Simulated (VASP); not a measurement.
# Al16O23 (a cell with a defect) in VASP: notebook

Runs on Al16O23 (a cell with a defect). Level: PBEsol. Tasks: single point.

All numbers are computed with VASP 6.6.1; they aren't measurements. Logs are shortened: lines on timing, memory, paths and dates and some standing lists are left out, and cuts for length are marked.

### 1 The cell of the first run

The cell holds a defect, 39 atoms: a = 6.988 Å, b = 6.988 Å, c = 6.988 Å, α = 85.73°, β = 85.73°, γ = 85.73°.

### 2 Single point, PBEsol

Input file INCAR:

```
ALGO     = Normal         # electronic algorithm
EDIFF    = 1E-6           # SCF threshold, eV
ENCUT    = 520            # plane-wave cutoff, eV
GGA      = PS             # functional
ISIF     = 2              # what is computed and relaxed
ISMEAR   = 0              # smearing method
LASPH    = True           # aspherical terms in the spheres
LCHARG   = True           # write CHGCAR
LELF     = True           # ELF
LREAL    = Auto         
LVHAR    = True         
LWAVE    = False          # write WAVECAR
NBANDS   = 118            # bands
NELECT   = 184.0        
NELM     = 100            # most SCF steps
PREC     = Accurate       # precision mode
SIGMA    = 0.05           # smearing width, eV
```

Input file KPOINTS:

```
k-points
0
Gamma
  2 2 2
```

Input file POSCAR:

```
Al16O23
1.0
   -4.7537000000     -2.7445500000      4.3241670000
    4.7537000000     -2.7445500000      4.3241670000
    0.0000000000      5.4891000000      4.3241670000
Al O
16 23
Direct
    0.3575413378      0.3568059106      0.3595576216
    0.1358064609      0.1740181697      0.1641559071
    0.6595243148      0.6407749196      0.6432054915
    0.8514343353      0.8538118518      0.8476364837
    0.8529865941      0.8577754954      0.3408497008
    0.6471847887      0.6475562888      0.1411491182
    0.1461300116      0.1486724522      0.6496143452
    0.3570985876      0.3467007922      0.8547870485
    0.8510638559      0.3476063386      0.8537172364
    0.6521029941      0.1462530246      0.6481778454
    0.1378772237      0.6304316550      0.1463741111
    0.3640486434      0.8520937451      0.3661921976
    0.3679759922      0.8442656192      0.8202247572
    0.1486949570      0.6400063566      0.6591918876
    0.6456522665      0.1510301827      0.1448364606
    0.8421470210      0.3542542217      0.3573405532
    0.5981521972      0.4011424995      0.7501044361
    0.7562810835      0.6029340065      0.3973188274
    0.4061084394      0.7352135575      0.5935175687
    0.4013444197      0.6022775875      0.2433178080
    0.2495558374      0.4024035139      0.6028957457
    0.5968130566      0.2521181873      0.4050968730
    0.1051191686      0.8983265649      0.7508130637
    0.2544423317      0.0986619922      0.4027154674
    0.9037160616      0.2487944216      0.5986785897
    0.8984219274      0.1030524257      0.2473067417
    0.7543200451      0.9010907710      0.5910095927
    0.1149500642      0.7894522415      0.3470070409
    0.0919204512      0.4056484946      0.2656101821
    0.2549069385      0.6026888768      0.9086257483
    0.9029614645      0.7492369972      0.0877280953
    0.9061767763      0.5943762841      0.7467278610
    0.7464157588      0.4031700765      0.0959333596
    0.0985634817      0.2456802539      0.9105764414
    0.5904946055      0.9051522406      0.2399084643
    0.7496834616      0.0957063490      0.9017508525
    0.3948853827      0.2416443284      0.1000859191
    0.4038216089      0.0928705602      0.7511164840
    0.5975358702      0.7504775788      0.8970649672
```

Potentials or basis: VASP PAW PBE potentials, release 64 (Al, O).

Launch:

```bash
cat potpaw_PBE.64/Al/POTCAR potpaw_PBE.64/O/POTCAR > POTCAR
mpirun -np 1 vasp_std > vasp.out
```

OUTCAR:

```text
EDIFF = 1E-6
   ENCUT = 520
   GGA = PS
   ISIF = 2
   ISMEAR = 0
   LASPH = True
   LREAL = Auto
   NELECT = 184.0
   NELM = 100
   PREC = Accurate

 ion  position               nearest neighbor table
   1  0.358  0.357  0.360-  22 1.82  21 1.85  20 1.88  24 1.99  29 2.01  37 2.03   2 2.60  11 2.78
                            15 2.80   7 2.80  14 3.19  10 3.19   6 3.20
   2  0.136  0.174  0.164-  26 1.81  29 1.81  34 1.84  37 1.92  24 1.94   1 2.60  16 2.66   8 2.81
                            12 2.99   9 3.17  11 3.18   5 3.19
   3  0.660  0.641  0.643-  18 1.83  17 1.85  19 1.89  32 1.91  27 1.98  39 1.99   4 2.64  13 2.68
                             9 2.75   5 2.83  16 3.08  12 3.15   8 3.26
   4  0.851  0.854  0.848-  31 1.83  36 1.84  23 1.89  27 1.96  39 1.96  32 1.99   3 2.64  10 2.74
                            14 2.78   6 2.78   7 3.19  15 3.23  11 3.24
   5  0.853  0.858  0.341-  26 1.83  28 1.86  27 1.87  18 1.95  31 1.97  35 2.01   6 2.66  15 2.76
                            11 2.79   3 2.83   2 3.19  10 3.23  14 3.35
   6  0.647  0.648  0.141-  33 1.84  39 1.85  20 1.85  31 1.97  35 1.98  18 1.99   5 2.66   4 2.78
                            16 2.79  12 2.81   9 3.20   1 3.20  13 3.24
   7  0.146  0.149  0.650-  25 1.83  23 1.87  24 1.88  21 1.96  38 1.99  34 1.99   8 2.66   9 2.77
                            13 2.78   1 2.80   4 3.19  12 3.20  16 3.24
   8  0.357  0.347  0.855-  17 1.84  37 1.84  30 1.93  38 1.96  21 1.97  34 1.99   7 2.66  14 2.76
                            10 2.78   2 2.81  15 3.14  11 3.18   3 3.26
   9  0.851  0.348  0.854-  33 1.85  34 1.88  32 1.88  36 1.94  25 1.96  17 1.96  10 2.62  15 2.74
                             3 2.75   7 2.77   2 3.17  14 3.19   6 3.20
  10  0.652  0.146  0.648-  22 1.86  27 1.87  38 1.88  36 1.94  25 1.95  17 1.97   9 2.62  16 2.73
                             4 2.74   8 2.78  13 3.12   1 3.19   5 3.23
  11  0.138  0.630  0.146-  29 1.76  30 1.81  28 1.84  31 1.84  20 2.00   1 2.78   5 2.79  12 2.89
                            13 3.05  16 3.14   8 3.18   2 3.18   4 3.24
  12  0.364  0.852  0.366-  19 1.77  35 1.80  28 1.84  24 1.86  20 1.99   6 2.81  14 2.84  11 2.89
                             2 2.99   3 3.15  13 3.17   7 3.20  15 3.21
  13  0.368  0.844  0.820-  39 1.79  38 1.80  19 1.80  23 1.94  30 1.96  14 2.54   3 2.68   7 2.78
                            11 3.05  10 3.12  12 3.17   6 3.24
  14  0.149  0.640  0.659-  32 1.80  21 1.81  30 1.94  23 1.96  19 1.97  28 2.37  13 2.54   8 2.76
                             4 2.78  12 2.84   9 3.19   1 3.19   5 3.35
  15  0.646  0.151  0.145-  35 1.85  36 1.85  37 1.86  33 1.94  26 1.95  22 2.00  16 2.65   9 2.74
                             5 2.76   1 2.80   8 3.14  12 3.21   4 3.23
  16  0.842  0.354  0.357-  18 1.83  25 1.86  29 1.87  22 1.90  26 1.97  33 1.99  15 2.65   2 2.66
                            10 2.73   6 2.79   3 3.08  11 3.14   7 3.24
  17  0.598  0.401  0.750-   8 1.84   3 1.85   9 1.96  10 1.97
  18  0.756  0.603  0.397-   3 1.83  16 1.83   5 1.95   6 1.99
  19  0.406  0.735  0.594-  12 1.77  13 1.80   3 1.89  14 1.97
  20  0.401  0.602  0.243-   6 1.85   1 1.88  12 1.99  11 2.00
  21  0.250  0.402  0.603-  14 1.81   1 1.85   7 1.96   8 1.97
  22  0.597  0.252  0.405-   1 1.82  10 1.86  16 1.90  15 2.00
[... 15 lines left out ...]
  38  0.404  0.093  0.751-  13 1.80  10 1.88   8 1.96   7 1.99
[... 214 lines left out ...]
     AMIX     =   0.40;   BMIX     =  1.00
     AMIX_MAG =   1.60;   BMIX_MAG =  1.00
  volume/ion in A,a.u.               =       8.68        58.57
  Fermi-wavevector in a.u.,A,eV,Ry     =   1.336068  2.524802 24.287457  1.785078
  Thomas-Fermi vector in A             =   2.464723
   LORBIT       =      0    0 simple, 1 ext, 2 COOP (PROOUT), +10 PAW based schemes
   GGA     = PS    functional components
   LHFCALC =     F    Hartree Fock is set to
   AEXX    =    0.0000 exact exchange contribution
   IVDW    =     0    specifies the selected vdW correction
   LEPSILON=     F    determine dielectric tensor
   LRPA    =     F    only Hartree local field effects (RPA)
 non-spin polarized calculation
 Gauss-broadening in eV      SIGMA  =   0.05
  energy-cutoff  :      520.00
  volume of cell :      338.50
 maximum number of plane-waves:      9142
 NGX is ok and might be reduce to    54
   NGX = 25   NGY = 25   NGZ = 25

 number of electron     183.9999992 magnetization

 Free energy of the ion-electron system (eV)
  ---------------------------------------------------
  ext. energy  EPLUGINS =         0.00000000
  ---------------------------------------------------
  free energy    TOTEN  =      -319.70742458 eV

  energy without entropy =     -319.70742458  energy(sigma->0) =     -319.70742458

 E-fermi :   6.2381     XC(G=0): -11.7360

 val. band max:        5.9400186770   @ k =   0.0000   0.0000   0.0000
 cond. band min:       9.2622094158   @ k =   0.0000   0.0000   0.0000
 fundamental gap:      3.3221907389
 Fermi energy:         6.2380734731

 k-point     1 :       0.0000    0.0000    0.0000
  band No.  band energies     occupation
      1     -13.2657      2.00000
      2     -12.3638      2.00000
      3     -12.0799      2.00000
      4     -12.0041      2.00000
      5     -11.6104      2.00000
      6     -11.3946      2.00000
[... 845 lines left out ...]
    103      15.5364      0.00000
    104      15.6050      0.00000
 [bands above 104 left out]

------------------------ aborting loop because EDIFF is reached ----------------------------------------

  FORCE on cell =-STRESS in cart. coord.  units (eV):
  Direction    XX          YY          ZZ          XY          YZ          ZX
  --------------------------------------------------------------------------------------
  -------------------------------------------------------------------------------------
  Total       -9.2739341    -12.9132287    -14.0333187     -0.6401912      2.7485510      1.8479348
  in kB      -43.8952940    -61.1207676    -66.4223663     -3.0301466     13.0094145      8.7466267
  external PRESSURE =     -57.1461427 kB  Pullay stress =       0.0000000 kB

 VOLUME and BASIS-vectors are now :
 -----------------------------------------------------------------------------
  energy-cutoff  :      520.00
  volume of cell :      338.50
      direct lattice vectors                 reciprocal lattice vectors
    -4.753700000 -2.744550000  4.324167000    -0.105181227 -0.060726409  0.077086138
     4.753700000 -2.744550000  4.324167000     0.105181227 -0.060726409  0.077086138
     0.000000000  5.489100000  4.324167000     0.000000000  0.121452819  0.077086138

 POSITION                                       TOTAL-FORCE (eV/Angst)
 -----------------------------------------------------------------------------------
     -0.00350      0.01309      4.64374        -0.003281     -0.046003      0.000270
      0.18165      0.05074      2.04957         0.120432     -0.152272      0.048236
     -0.08913     -0.03812      8.40404         0.006207      0.006299      0.007413
      0.01130     -0.02737     11.03909        -0.020436     -0.031411      0.031442
      0.02277     -2.82431      8.87151        -0.027478      0.103668      0.050223
      0.00177     -2.77870      6.20903        -0.000915     -0.029981      0.039720
[... 31 lines left out ...]
     -1.47817      2.75976      5.39573         0.017986     -0.025958     -0.014120
      0.72704      1.22439      9.70809        -0.027129      0.005874      0.043850
 -----------------------------------------------------------------------------------
    total drift:                                0.002636     -0.005572      0.004451

  FREE ENERGIE OF THE ION-ELECTRON SYSTEM (eV)
  ---------------------------------------------------
  free  energy   TOTEN  =      -319.7074245785 eV

  energy  without entropy=     -319.7074245785  energy(sigma->0) =     -319.70742458
```

OSZICAR:

```text
N       E                     dE             d eps       ncg     rms          rms(c)
DAV:   1     0.976749962121E+03    0.97675E+03   -0.97543E+04  1896   0.148E+03
DAV:   2    -0.279121359075E+03   -0.12559E+04   -0.12245E+04  2272   0.322E+02
DAV:   3    -0.347850028009E+03   -0.68729E+02   -0.68453E+02  2304   0.802E+01
DAV:   4    -0.348577709736E+03   -0.72768E+00   -0.72616E+00  2272   0.908E+00
DAV:   5    -0.348588758421E+03   -0.11049E-01   -0.11040E-01  2264   0.107E+00    0.325E+01
DAV:   6    -0.320469264520E+03    0.28119E+02   -0.11345E+02  2144   0.297E+01    0.122E+01
DAV:   7    -0.319961967549E+03    0.50730E+00   -0.25409E+00  2240   0.486E+00    0.644E+00
DAV:   8    -0.319715590694E+03    0.24638E+00   -0.32136E-01  2240   0.254E+00    0.158E+00
DAV:   9    -0.319706297153E+03    0.92935E-02   -0.66420E-02  2256   0.931E-01    0.601E-01
DAV:  10    -0.319707349467E+03   -0.10523E-02   -0.50481E-03  2168   0.270E-01    0.224E-01
DAV:  11    -0.319707355449E+03   -0.59824E-05   -0.72508E-04  2320   0.138E-01    0.114E-01
DAV:  12    -0.319707425058E+03   -0.69609E-04   -0.35998E-04  2168   0.740E-02    0.237E-02
DAV:  13    -0.319707422951E+03    0.21072E-05   -0.69948E-05  2304   0.384E-02    0.112E-02
DAV:  14    -0.319707424635E+03   -0.16834E-05   -0.10929E-05  2160   0.129E-02    0.491E-03
DAV:  15    -0.319707424578E+03    0.56227E-07   -0.19292E-06  1472   0.596E-03
   1 F= -.31970742E+03 E0= -.31970742E+03  d E =-.130256E-17
```

Wall time 11 min (1 thread of Intel Xeon Platinum 8259CL at 2.50GHz (Skylake/Cascade Lake), shared host); peak memory 0.48 GiB.

What came out:

```
Free energy   : -319.7074 eV
Largest force : 1.130 eV/Å
```

Forces in eV/Å, atoms in the order of the input:
```
Al  -0.003 -0.046  0.000
Al   0.120 -0.152  0.048
Al   0.006  0.006  0.007
Al  -0.020 -0.031  0.031
Al  -0.027  0.104  0.050
Al  -0.001 -0.030  0.040
Al  -0.007 -0.046 -0.025
Al   0.084 -0.084  0.007
Al   0.015 -0.041  0.012
Al   0.008  0.015 -0.010
Al   0.013  0.045  0.045
Al  -0.005  0.066 -0.033
Al  -0.013  0.015 -0.026
Al   0.112 -0.296 -0.148
Al  -0.033 -0.013 -0.026
Al  -0.007 -0.002  0.006
O   -0.003 -0.019 -0.003
O    0.041  0.013 -0.069
O   -0.062 -0.038  0.041
O    0.069 -0.089 -0.021
O   -0.024 -0.055 -0.031
O   -0.031 -0.018 -0.033
O    0.042 -0.029  0.031
O   -0.029 -0.064 -0.148
O   -0.004 -0.024 -0.011
O   -0.128 -0.029 -0.015
O    0.028  0.024  0.011
O   -0.275  1.094  0.052
O    0.010  0.005  0.002
O    0.084 -0.020 -0.032
O   -0.008 -0.053  0.156
O    0.015 -0.024 -0.004
O   -0.018 -0.015  0.034
O    0.029 -0.071 -0.011
O    0.008  0.007  0.001
O   -0.004 -0.014  0.007
O    0.028 -0.069  0.033
O    0.018 -0.026 -0.014
O   -0.027  0.006  0.044
```

Caveat: the k points lie up to 0.45 Å⁻¹ apart; the cell carries a net charge on a neutralising background, which shifts energy and pressure; the cell is charged against a uniform background, so pressure and absolute levels hang on convention; the PAW data sets were made with another functional, which shifts forces and pressure a little.

### 3 Single point, PBEsol

Input file INCAR:

```
SYSTEM = Al16O23
PREC = Accurate
ENCUT = 520
EDIFF = 1E-6
ISMEAR = 0
SIGMA = 0.05
LREAL = Auto
LASPH = .TRUE.
NELM = 80
ALGO = Normal
ISIF = 2
LWAVE = .FALSE.
LCHARG = .FALSE.
GGA = PS
NBANDS = 118
NELECT = 184.0
```

Input file KPOINTS:

```
Automatic mesh
0
G
  2 2 2
  0 0 0
```

Input file POSCAR:

```
Al16O23
1.0
   -4.7537000000     -2.7445500000      4.3241670000
    4.7537000000     -2.7445500000      4.3241670000
    0.0000000000      5.4891000000      4.3241670000
Al O
16 23
Direct
    0.3565125832      0.3568651507      0.3604896722
    0.1362040240      0.1650813195      0.1681357034
    0.6594519526      0.6408958805      0.6417311846
    0.8500096890      0.8540932450      0.8467992398
    0.8531362651      0.8602338943      0.3342773990
    0.6460586820      0.6466840896      0.1397340500
    0.1460165014      0.1494523513      0.6509453353
    0.3588576473      0.3429128043      0.8566790718
    0.8512204101      0.3468158411      0.8540183989
    0.6532624133      0.1470878545      0.6464273428
    0.1386967804      0.6301954025      0.1415886103
    0.3664763692      0.8552800380      0.3635387491
    0.3687794621      0.8464732585      0.8197755287
    0.1513900231      0.6345696516      0.6731928049
    0.6451049912      0.1530951883      0.1448350918
    0.8430127195      0.3552133211      0.3561147145
    0.5982689429      0.4015095766      0.7497413302
    0.7604309603      0.6046462031      0.3970504325
    0.4029920615      0.7363084256      0.5920029061
    0.4029521178      0.5993521851      0.2462892413
    0.2491678153      0.4030633073      0.6048461364
    0.5965862644      0.2542165313      0.4055968762
    0.1051632679      0.8964843441      0.7503242706
    0.2568436355      0.1026338620      0.4082592712
    0.9041479073      0.2493541677      0.5986247508
    0.8936751118      0.1078150449      0.2478764843
    0.7563847364      0.9010623559      0.5884814299
    0.1267737509      0.8224844605      0.2991928775
    0.0928334715      0.4061580397      0.2643205903
    0.2589967956      0.6006668631      0.9093013234
    0.8981941811      0.7447572793      0.0847232571
    0.9064962190      0.5939844913      0.7465206197
    0.7449468823      0.4035807885      0.0945591480
    0.0988414247      0.2437897807      0.9120189967
    0.5919646646      0.9057596033      0.2382961031
    0.7496409633      0.0957717666      0.9011224987
    0.3944332348      0.2388115086      0.1012160209
    0.4049756031      0.0933755863      0.7515320830
    0.5967870068      0.7508059815      0.8947565787
```

Potentials or basis: VASP PAW PBE potentials, release 64 (Al, O).

Launch:

```bash
cat potpaw_PBE.64/Al/POTCAR potpaw_PBE.64/O/POTCAR > POTCAR
mpirun -np 1 vasp_std > vasp.out
```

Run time: 9.3 min. Hardware: 1 thread of Intel Xeon Platinum 8259CL at 2.50GHz (Skylake/Cascade Lake), shared host; peak memory 0.48 GiB.

The run converged. Its results:

```yaml
Free_energy: -319.2170 eV
Largest_force: 0.818 eV/Å
```

Forces in eV/Å, atoms in the order of the input:
```
Al   0.002 -0.031  0.025
Al   0.128 -0.095  0.083
Al   0.004 -0.005 -0.001
Al  -0.002 -0.026  0.006
Al  -0.070  0.020  0.065
Al  -0.001 -0.031  0.029
Al  -0.006 -0.032 -0.025
Al   0.033 -0.054  0.006
Al   0.012 -0.020  0.005
Al  -0.001  0.002 -0.011
Al   0.014  0.030 -0.017
Al  -0.001  0.046 -0.028
Al  -0.012 -0.004 -0.010
Al   0.037 -0.113 -0.039
Al  -0.031 -0.004 -0.017
Al   0.007  0.001  0.000
O   -0.002 -0.018 -0.003
O    0.018 -0.007 -0.034
O   -0.041 -0.021  0.017
O    0.002 -0.071 -0.012
O   -0.018 -0.030 -0.019
O   -0.014 -0.012 -0.015
O    0.026 -0.018  0.020
O   -0.014 -0.068 -0.067
O   -0.009 -0.018 -0.005
O   -0.048 -0.050 -0.011
O    0.009  0.003  0.011
O   -0.094  0.812  0.002
O    0.007  0.009  0.004
O    0.039  0.000 -0.008
O   -0.004 -0.054  0.032
O    0.006 -0.021 -0.016
O   -0.003 -0.013  0.014
O    0.011 -0.037 -0.006
O    0.007  0.005  0.000
O    0.001 -0.009 -0.002
O    0.014 -0.040  0.011
O    0.015 -0.026 -0.006
O   -0.020 -0.001  0.022
```

Levels at points of the mesh, in eV from the Fermi level:
```tsv
k point	band 90	band 91	band 92	band 93	band 94	band 95
(0.00, 0.00, 0.00)	-0.35	-0.30	-0.22	3.43	5.98	7.09
(0.50, 0.00, 0.00)	-0.57	-0.42	-0.33	3.82	6.03	7.22
(0.00, 0.50, 0.00)	-0.55	-0.43	-0.36	3.91	5.98	6.77
(0.00, 0.00, 0.50)	-0.52	-0.42	-0.23	4.06	5.60	7.29
(0.50, 0.50, 0.00)	-0.46	-0.42	-0.30	4.01	6.01	6.98
(0.50, 0.00, 0.50)	-0.52	-0.43	-0.40	4.10	5.88	7.22
(0.00, 0.50, 0.50)	-0.50	-0.43	-0.36	4.17	5.84	7.05
(0.50, 0.50, 0.50)	-0.46	-0.39	-0.27	4.14	5.99	7.08
```

Caveat: the k points lie up to 0.45 Å⁻¹ apart; the cell carries a net charge on a neutralising background, which shifts energy and pressure; the cell is charged against a uniform background, so pressure and absolute levels hang on convention; the PAW data sets were made with another functional, which shifts forces and pressure a little.
